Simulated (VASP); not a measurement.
Input of a VASP 6.6.1 run:

Contents of INCAR:

```
SYSTEM = ScTeAs3
PREC = Accurate ; ENCUT = 520
EDIFF = 1E-6 ; ISMEAR = 0
SIGMA = 0.1 ; LREAL = .False.
LASPH = .True. ; NELM = 150
ALGO = Normal ; ISIF = 2
LWAVE = .False. ; LCHARG = .False.
ISPIN = 2 ; MAGMOM = 1 0 0 0 0
LORBIT = 11 ; LMAXMIX = 4
GGA = PE ; NBANDS = 28
```

KPOINTS

```
regular mesh
0
Gamma
  4 4 4
  0 0 0
```

The input POSCAR:

```
ScTeAs3
1.0
    5.2412475279      0.0000000000      0.0000000000
    0.0000000000      5.2412475279      0.0000000000
    0.0000000000      0.0000000000      5.2412475279
Sc Te As
1 1 3
Direct
    0.5000000000      0.5000000000      0.5000000000
    0.0000000000      0.0000000000      0.0000000000
    0.5000000000      0.0000000000      0.0000000000
    0.0000000000      0.5000000000      0.0000000000
    0.0000000000      0.0000000000      0.5000000000
```

Potentials or basis: VASP PAW PBE potentials, release 64 (Sc_sv, Te, As).

Run with:

```bash
$ cat potpaw_PBE.64/Sc_sv/POTCAR potpaw_PBE.64/Te/POTCAR potpaw_PBE.64/As/POTCAR > POTCAR
$ mpirun -np 1 vasp_std > vasp.out
```

Task: What does it give for the pressure?

Result: -0.1 GPa.

Task: Predict the band gap on the k mesh.

Result: Zero (filled and empty bands overlap).

Task: Predict the net moment.

Result: 0.00 μB per cell.

Caveat: spin-orbit coupling is left out, which moves the levels of the heavy elements.
